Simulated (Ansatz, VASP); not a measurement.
# Two plane-wave programs on Si

The input INCAR:

```
SYSTEM = Si
PREC     = Accurate       ! precision mode
ENCUT    = 520            ! plane-wave cutoff, eV
EDIFF    = 1E-6           ! SCF threshold, eV
ISMEAR   = 0              ! smearing method
SIGMA    = 0.05           ! smearing width, eV
LREAL    = .False.        ! projectors in reciprocal space
LASPH    = .True.         ! aspherical terms in the spheres
NELM     = 60             ! most SCF steps
ALGO     = Normal         ! electronic algorithm
ISIF     = 2              ! what is computed and relaxed
LWAVE    = .False.        ! write WAVECAR
LCHARG   = .True.         ! write CHGCAR
GGA      = PE             ! functional
LELF     = .True.         ! ELF
LVHAR    = .True.       
NBANDS   = 16             ! bands
```

The input KPOINTS:

```
regular mesh
0
Gamma
  8 8 6
  0 0 0
```

Contents of POSCAR:

```
Si
1.0
    0.0000000000     -2.7347607592     -2.7347607592
    0.0000000000      2.7347607592     -2.7347607592
    5.4695215184      0.0000000000      0.0000000000
Si
4
Direct
    0.5085510175      0.5190318421      0.0000000000
   -0.0085510175     -0.0190318421      0.5000000000
    1.0033479195      0.4752151660      0.2500000000
    0.4966520805      0.0247848340      0.7500000000
```

Input for Ansatz:

```yaml
crystal:
  lattice:
    - [0.0, -2.7347607592, -2.7347607592]
    - [0.0, 2.7347607592, -2.7347607592]
    - [5.4695215184, 0.0, 0.0]
  atoms:
    - { symbol: Si, position: [0.5085510175, 0.5190318421, 0.0] }
    - { symbol: Si, position: [-0.0085510175, -0.0190318421, 0.5] }
    - { symbol: Si, position: [1.0033479195, 0.475215166, 0.25] }
    - { symbol: Si, position: [0.4966520805, 0.024784834, 0.75] }
basis:
  ecutwfc: 420
kpoints:
  mp_grid: { grid: [8, 8, 6] }
hamiltonian:
  xc: pbe
  pseudopotentials: { kind: paw, azcp: { folder: soft_1 } }
scf:
  occupations: { method: gaussian, width: 0.05 }
output:
  forces: true
  stress: true
  eigenvalues: true
```

Change from the starting cell: mode 4 frozen in at -0.088 Å and mode 9 at -0.015 Å (largest displacements).

Alike in both runs: task single point; functional PBE; k mesh 8 × 8 × 6; occupations gaussian, width 0.05 eV; no spin polarisation.

```csv
,VASP,Ansatz
version,VASP 6.6.1,Ansatz 0.2.0
potentials or method,"VASP PAW PBE potentials, release 64 (Si), cutoff 520 eV","scalar-relativistic, plane waves, PAW"
valence electrons in the cell,16,16
```

|  | VASP | Ansatz | Ansatz less VASP |
| --- | --- | --- | --- |
| gap on the k mesh at the Fermi level (eV) | 0.60 | 0.60 | -0.002 |
| least direct gap on the mesh (eV) | 0.73 | 0.73 | -0.001 |
| pressure (GPa) | -0.3 | -0.2 | +0.06 |
| traceless stress, the component that is largest in VASP (GPa) | -0.11 | -0.11 | -0.002 |
| rms of the force components (eV/Å) | 0.213 | 0.213 | 0.0000 |

Atom by atom the forces differ by 0.001 eV/Å (rms over components).
